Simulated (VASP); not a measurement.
Wanted: the native input for a VASP 6.6.1 run.

* Task: single point
* Functional: PBEsol
* Potentials or basis: VASP PAW PBE potentials, release 64 (Zn, Se)
* Cutoff: 520 eV
* k mesh: 8 × 8 × 6
* Occupations: gaussian, width 0.05 eV
* Spin: no spin polarisation
* Dipole correction: no
* Further INCAR settings: ALGO = Normal; EDIFF = 1e-06; NBANDS = 26

The structure of ZnSe lies in POSCAR:

```
ZnSe
1.0
    4.0261152320      0.0000000000      0.0000000000
    0.0000000000      4.0261152320      0.0000000000
    0.0000000000      0.0000000000      5.5286396999
Zn Se
2 2
Direct
    0.0000000000      0.0000000000      0.0000000000
    0.5000000000      0.5000000000      0.0000000000
    0.0000000000      0.5000000000      0.2862553369
    0.5000000000      0.0000000000      0.7137446631
```

The input as run:

INCAR

```
SYSTEM = ZnSe
ALGO = Normal ; EDIFF = 1E-6
ENCUT = 520 ; GGA = PS
ISIF = 2 ; ISMEAR = 0
LASPH = .TRUE. ; LCHARG = .FALSE.
LREAL = .FALSE. ; LWAVE = .FALSE.
NBANDS = 26 ; NELM = 100
PREC = Accurate ; SIGMA = 0.05
```

KPOINTS

```
k-points
0
G
  8 8 6
  0 0 0
```

Potentials or basis: VASP PAW PBE potentials, release 64 (Zn, Se).

Launch:

```sh
$ cat potpaw_PBE.64/Zn/POTCAR potpaw_PBE.64/Se/POTCAR > POTCAR
$ mpirun -np 1 vasp_std > vasp.out
```

It gave:

```
Pressure               : -3.1 GPa
Largest force          : 0.895 eV/Å
Band gap on the k mesh : 1.35 eV, direct
```

Caveat: the PAW data sets were made with another functional, which shifts forces and pressure a little.

It took 55 s on 1 thread of Intel(R) Xeon(R) 6975P-C (Granite Rapids) (shared host), peak memory 0.25 GiB.
